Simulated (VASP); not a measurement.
# PbSe in VASP: notebook

Aim: see how the results for PbSe move with the level of theory and the settings. Levels: PBEsol, r2SCAN. Tasks: relaxation of cell and atoms, single point.

All numbers are computed with VASP 6.6.1; they aren't measurements. Logs are shortened: lines on timing, memory, paths and dates and some standing lists are left out, and cuts for length are marked.

## Step 1: The cell of the first run

The structure is cubic, space group Fm-3m (No. 225). The conventional cell has a = 6.206 Å, b = 6.206 Å, c = 6.206 Å, α = 90.00°, β = 90.00°, γ = 90.00°. Within 4.1 Å of Pb (site symmetry m-3m) lie 6 Se at 3.10 Å. Se (site symmetry m-3m) has 6 Pb at 3.10 Å within 4.1 Å.

## Step 2: Relaxation of cell and atoms, PBEsol

The input, INCAR:

```
ALGO     = Normal         # electronic algorithm
EDIFF    = 1E-7           # SCF threshold, eV
EDIFFG   = -0.01          # ionic threshold
ENCUT    = 600            # plane-wave cutoff, eV
GGA      = PS             # functional
IBRION   = 2              # ionic algorithm
ISIF     = 3              # what is computed and relaxed
ISMEAR   = -1             # smearing method
LASPH    = True           # aspherical terms in the spheres
LCHARG   = False          # write CHGCAR
LREAL    = False          # projectors in reciprocal space
LWAVE    = False          # write WAVECAR
NELM     = 80             # most SCF steps
NSW      = 60             # ionic steps
PREC     = Accurate       # precision mode
SIGMA    = 0.1            # smearing width, eV
```

The input, KPOINTS:

```
k-points
0
Gamma
  5 5 5
```

The input, POSCAR:

```
PbSe
1.0
    0.0000000000      3.1029050000      3.1029050000
    3.1029050000      0.0000000000      3.1029050000
    3.1029050000      3.1029050000      0.0000000000
Pb Se
1 1
Direct
    0.0000000000      0.0000000000      0.0000000000
    0.5000000000      0.5000000000      0.5000000000
```

Potentials or basis: VASP PAW PBE potentials, release 64 (Pb_d, Se).

Run with:

```sh
$ cat potpaw_PBE.64/Pb_d/POTCAR potpaw_PBE.64/Se/POTCAR > POTCAR
$ mpirun -np 1 vasp_std > vasp.out
```

OUTCAR:

```text
EDIFF = 1E-7
   EDIFFG = -0.01
   ENCUT = 600
   GGA = PS
   IBRION = 2
   ISIF = 3
   ISMEAR = -1
   LASPH = True
   LREAL = False
   NELM = 80
   NSW = 60
   PREC = Accurate

 ion  position               nearest neighbor table
   1  0.000  0.000  0.000-   2 3.10   2 3.10   2 3.10   2 3.10   2 3.10   2 3.10
   2  0.500  0.500  0.500-   1 3.10   1 3.10   1 3.10   1 3.10   1 3.10   1 3.10

  LATTYP: Found a face centered cubic cell.
 ALAT       =     6.2058100000

  Lattice vectors:

 A1 = (   0.0000000000,   3.1029050000,   3.1029050000)
 A2 = (   3.1029050000,   0.0000000000,   3.1029050000)
 A3 = (   3.1029050000,   3.1029050000,   0.0000000000)

Analysis of symmetry for initial positions (statically):
=====================================================================
 Subroutine PRICEL returns:
 Original cell was already a primitive cell.

 Routine SETGRP: Setting up the symmetry group for a
 face centered cubic supercell.

 Subroutine GETGRP returns: Found 48 space group operations
 (whereof 48 operations were pure point group operations)
 out of a pool of 48 trial point group operations.

The static configuration has the point symmetry O_h .

Analysis of symmetry for dynamics (positions and initial velocities):
=====================================================================
 Subroutine PRICEL returns:
 Original cell was already a primitive cell.

 Routine SETGRP: Setting up the symmetry group for a
 face centered cubic supercell.

 Subroutine GETGRP returns: Found 48 space group operations
 (whereof 48 operations were pure point group operations)
 out of a pool of 48 trial point group operations.

The dynamic configuration has the point symmetry O_h .

 Subroutine INISYM returns: Found 48 space group operations
 (whereof 48 operations are pure point group operations),
 and found     1 'primitive' translations

----------------------------------------------------------------------------------------

                                     Primitive cell

  volume of cell :      59.7497

  direct lattice vectors                    reciprocal lattice vectors
     0.000000000  3.102905000  3.102905000    -0.161139319  0.161139319  0.161139319
     3.102905000  0.000000000  3.102905000     0.161139319 -0.161139319  0.161139319
     3.102905000  3.102905000  0.000000000     0.161139319  0.161139319 -0.161139319

  length of vectors
     4.388170334  4.388170334  4.388170334     0.279101488  0.279101488  0.279101488

  position of ions in fractional coordinates (direct lattice)
     0.000000000  0.000000000  0.000000000
     0.500000000  0.500000000  0.500000000

  ion indices of the primitive-cell ions
   primitive index   ion index
                 1           1
                 2           2
[... 53 lines left out ...]
   LSORBIT =      F    spin-orbit coupling
   LASPH  =      T    aspherical Exc in radial PAW
   ENCUT  =  600.0 eV  44.10 Ry    6.64 a.u.   8.76  8.76  8.76*2*pi/ulx,y,z
   NELM   =     80;   NELMIN=  2; NELMDL= -5     # of ELM steps
   EDIFF  = 0.1E-06   stopping-criterion for ELM
   LREAL  =      F    real-space projection
   EDIFFG = -.1E-01   stopping-criterion for IOM
   NSW    =     60    number of steps for IOM
   IBRION =      2    ionic relax: 0-MD 1-quasi-New 2-CG
   NFREE  =      1    steps in history (QN), initial steepest desc. (CG)
   ISIF   =      3    stress and relaxation
   ISYM   =      2    0-nonsym 1-usesym 2-fastsym
   POTIM  = 0.5000    time-step for ionic-motion
   TEBEG  =    0.0;   TEEND  =   0.0 temperature during run
   PSTRESS=    0.0 pullay stress
   NELECT =      20.0000    total number of electrons
   NUPDOWN=      -1.0000    fix difference up-down
   EMIN   =  10.00;   EMAX   =-10.00  energy-range for DOS
   EFERMI =   0.00;   METHOD = LEGACY
   ISMEAR =    -1;   SIGMA  =   0.10  broadening in eV -4-tet -1-fermi 0-gaus
   EFERMI_NEDOS =   21; number of points for ismear=-14 and -15
   IALGO  =     38    algorithm
   IMIX   =      4    mixing-type and parameters
     AMIX     =   0.40;   BMIX     =  1.00
     AMIX_MAG =   1.60;   BMIX_MAG =  1.00
  volume/ion in A,a.u.               =      29.87       201.61
  Fermi-wavevector in a.u.,A,eV,Ry     =   1.136684  2.148021 17.579409  1.292050
  Thomas-Fermi vector in A             =   2.273389
   LORBIT       =      0    0 simple, 1 ext, 2 COOP (PROOUT), +10 PAW based schemes
   GGA     = PS    functional components
   LHFCALC =     F    Hartree Fock is set to
   AEXX    =    0.0000 exact exchange contribution
   IVDW    =     0    specifies the selected vdW correction
   LEPSILON=     F    determine dielectric tensor
   LRPA    =     F    only Hartree local field effects (RPA)
 conjugate gradient relaxation of ions
 non-spin polarized calculation
  energy-cutoff  :      600.00
  volume of cell :       59.75
 maximum number of plane-waves:      2008
   NGX = 17   NGY = 17   NGZ = 17

--------------------------------------- Ionic step        1  -------------------------------------------

 number of electron      20.0000002 magnetization

 Free energy of the ion-electron system (eV)
  ---------------------------------------------------
  ext. energy  EPLUGINS =         0.00000000
  ---------------------------------------------------
  free energy    TOTEN  =        -8.90606132 eV

  energy without entropy =       -8.90520734  energy(sigma->0) =       -8.90563433

 E-fermi :   4.6610     XC(G=0):  -9.5346

 val. band max:        4.0379070642   @ k =  -0.2000   0.2000   0.0000
 cond. band min:       5.1979828319   @ k =   0.4000   0.0000   0.0000
 fundamental gap:      1.1600757677
 Fermi energy:         4.6610026715

 k-point     1 :       0.0000    0.0000    0.0000
  band No.  band energies     occupation
      1     -12.2760      2.00000
      2     -12.2760      2.00000
      3     -12.2760      2.00000
      4     -12.2726      2.00000
      5     -12.2726      2.00000
      6      -8.8604      2.00000
      7      -1.9860      2.00000
      8       2.7196      2.00000
      9       2.7196      2.00000
     10       2.7196      2.00000
     11       8.9961      0.00000
     12       8.9961      0.00000
     13       8.9961      0.00000
     14      10.9440      0.00000
[... 222 lines left out ...]
--------------------------------------- Ionic step        3  -------------------------------------------

 number of electron      19.9999999 magnetization

 Free energy of the ion-electron system (eV)
  ---------------------------------------------------
  ext. energy  EPLUGINS =         0.00000000
  ---------------------------------------------------
  free energy    TOTEN  =        -8.93186420 eV

  energy without entropy =       -8.93090288  energy(sigma->0) =       -8.93138354

 E-fermi :   5.2665     XC(G=0):  -9.7794

 val. band max:        4.6592819940   @ k =  -0.2000   0.2000   0.0000
 cond. band min:       5.7908708376   @ k =   0.4000   0.0000   0.0000
 fundamental gap:      1.1315888437
 Fermi energy:         5.2664504482

 k-point     1 :       0.0000    0.0000    0.0000
  band No.  band energies     occupation
      1     -11.7116      2.00000
      2     -11.7116      2.00000
      3     -11.7116      2.00000
      4     -11.7110      2.00000
      5     -11.7110      2.00000
      6      -8.6564      2.00000
      7      -1.2546      2.00000
      8       3.1297      2.00000
      9       3.1297      2.00000
     10       3.1297      2.00000
     11       9.7638      0.00000
     12       9.7638      0.00000
     13       9.7638      0.00000
     14      11.4818      0.00000
[... 180 lines left out ...]
  FREE ENERGIE OF THE ION-ELECTRON SYSTEM (eV)
  ---------------------------------------------------
  free  energy   TOTEN  =        -8.9318642035 eV

  energy  without entropy=       -8.9309028788  energy(sigma->0) =       -8.93138354

 reached required accuracy - stopping structural energy minimisation
```

CONTCAR:

```text
PbSe
   1.00000000000000
     0.0000000000000000    3.0481378564288413    3.0481378564288413
     3.0481378564288413   -0.0000000000000000    3.0481378564288413
     3.0481378564288413    3.0481378564288413    0.0000000000000000
  Pb              Se
     1     1
Direct
     0.0000000000000000    0.0000000000000000    0.0000000000000000
     0.5000000000000000    0.5000000000000000    0.5000000000000000

  0.00000000E+00  0.00000000E+00  0.00000000E+00
  0.00000000E+00  0.00000000E+00  0.00000000E+00
```

Run time: 46 s. Hardware: 1 thread of AMD EPYC 7R13, shared host; peak memory 0.18 GiB.

Results:

* Free energy: -8.9319 eV
* Relaxed volume: 28.32 Å³/atom
* Relaxed cell: a = 4.311 Å, b = 4.311 Å, c = 4.311 Å, α = 60.00°, β = 60.00°, γ = 60.00°
* Space group after relaxing (to 0.1 Å): Fm-3m (No. 225)
* Energy gained by relaxing: 12.9 meV/atom
* Ionic steps: 3
* Pressure after relaxing: 0.0 GPa

Step by step:
```tsv
step	energy change (eV)	largest force (eV/Å)	pressure (GPa)	volume (Å³)
1	0.0000	0.0000	-2.54	59.75
2	-0.0233	0.0000	0.88	55.75
3	-0.0258	0.0000	0.00	56.64
```

Final structure:
```
Pb Se
1.0
     0.00000    3.04814    3.04814
     3.04814    0.00000    3.04814
     3.04814    3.04814    0.00000
Pb Se
1 1
Direct
  0.00000 0.00000 0.00000
  0.50000 0.50000 0.50000
```

Levels at points of the mesh, in eV from the Fermi level:
```tsv
k point	band 8	band 9	band 10	band 11	band 12	band 13
(0.00, 0.00, 0.00)	-2.14	-2.14	-2.14	4.50	4.50	4.50
```

Caveat: this odd mesh misses L, so gap, dielectric constants and Born charges aren't listed; the PAW data sets were made with another functional, which shifts forces and pressure a little; spin-orbit coupling is left out, which moves the levels of the heavy elements.

## Step 3: Relaxation of cell and atoms, r2SCAN

POSCAR is that of step 2.

The input, INCAR.step1:

```
SYSTEM = PbSe
PREC = Accurate ; ENCUT = 600
ISMEAR = -1 ; SIGMA = 0.1
LREAL = .FALSE. ; LASPH = .TRUE.
NELM = 100 ; GGA = PE
ALGO = Normal ; EDIFF = 1E-4
LWAVE = .TRUE. ; LCHARG = .FALSE.
```

The input, INCAR.step2:

```
SYSTEM = PbSe
PREC = Accurate ; ENCUT = 600
EDIFF = 1E-7 ; ISMEAR = -1
SIGMA = 0.1 ; LREAL = .FALSE.
LASPH = .TRUE. ; NELM = 100
ALGO = Normal ; ISIF = 3
LWAVE = .FALSE. ; LCHARG = .FALSE.
METAGGA = R2SCAN ; LMIXTAU = .TRUE.
IBRION = 2 ; NSW = 60
EDIFFG = -0.01 ; ISTART = 1
```

The input, KPOINTS:

```
Automatic mesh
0
G
  5 5 5
  0 0 0
```

Potentials or basis: VASP PAW PBE potentials, release 64 (Pb_d, Se).

Run with:

```sh
$ cat potpaw_PBE.64/Pb_d/POTCAR potpaw_PBE.64/Se/POTCAR > POTCAR
$ cp INCAR.step1 INCAR
$ mpirun -np 1 vasp_std > vasp.out
$ cp INCAR.step2 INCAR
$ mpirun -np 1 vasp_std > vasp.out
```

Wall time 3.6 min (1 thread of AMD EPYC 7R13, shared host); peak memory 0.2 GiB.

Results (log left out):

* Free energy: -71.9473 eV
* Relaxed volume: 29.44 Å³/atom
* Relaxed cell: a = 4.367 Å, b = 4.367 Å, c = 4.367 Å, α = 60.00°, β = 60.00°, γ = 60.00°
* Space group after relaxing (to 0.1 Å): Fm-3m (No. 225)
* Energy gained by relaxing: 1.0 meV/atom
* Ionic steps: 3
* Pressure after relaxing: 0.0 GPa

The path:
| step | energy change (eV) | largest force (eV/Å) | pressure (GPa) | volume (Å³) |
| --- | --- | --- | --- | --- |
| 1 | 0.0000 | 0.0000 | -0.73 | 59.75 |
| 2 | -0.0018 | 0.0000 | 0.27 | 58.58 |
| 3 | -0.0020 | 0.0000 | 0.00 | 58.88 |

Final structure:
```xyz
2
Lattice="0.0000 3.0878 3.0878 3.0878 0.0000 3.0878 3.0878 3.0878 0.0000" Properties=species:S:1:pos:R:3 pbc="T T T"
Pb    0.0000    0.0000    0.0000
Se    3.0878    3.0878    3.0878
```

Levels at points of the mesh, in eV from the Fermi level:
```csv
k point,band 6,band 7,band 8,band 9,band 10,band 11,band 12,band 13,band 14
"(0.00, 0.00, 0.00)",-14.32,-6.80,-2.30,-2.30,-2.30,4.58,4.58,4.58,6.62
```

Caveat: this odd mesh misses L, so gap, dielectric constants and Born charges aren't listed; the PAW data sets were made with another functional, which shifts forces and pressure a little; spin-orbit coupling is left out, which moves the levels of the heavy elements.

(Continued in part 2 of 2.)
